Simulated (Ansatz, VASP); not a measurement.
**LaTe4 in VASP and in Ansatz**

```
La Te
1.0
     5.80246    0.00000    0.00000
     0.00000    5.80246    0.00000
     0.00000    0.00000    5.80246
La Te
1 4
Direct
  0.00000 0.00000 0.00000
  0.30515 0.30515 0.30515
  0.69485 0.69485 0.30515
  0.30515 0.69485 0.69485
  0.69485 0.30515 0.69485
```

Change from the starting cell: species swapped into the SnI4 type (P-43m, No. 215).

Alike in both runs: functional PBE; k mesh 8 × 8 × 8; occupations gaussian, width 0.1 eV; no spin polarisation.

Ansatz relaxed the structure, and its values are those at the end. VASP's run is a single point on that final structure, the one shown.

```csv
,VASP,Ansatz
version,VASP 6.6.1,Ansatz 0.2.0
potentials or method,"VASP PAW PBE potentials, release 64 (La, Te), cutoff 520 eV","scalar-relativistic, plane waves, PAW"
valence electrons in the cell,35,75
```

Ansatz gave:

```
gap on the k mesh at the Fermi level (eV) : none
pressure (GPa)                            : 0.0
rms of the force components (eV/Å)        : 0.009
```

Question: Estimate VASP's values.

Answer: gap on the k mesh at the Fermi level (eV): none; pressure (GPa): -0.1; rms of the force components (eV/Å): 0.008.

A gap of «none» marks a metal or a gap that the smearing closes. VASP's potentials hold 35 valence electrons a cell and Ansatz's 75, so a difference there can come from the potentials and not from the codes.

Neither program's run includes spin-orbit coupling.
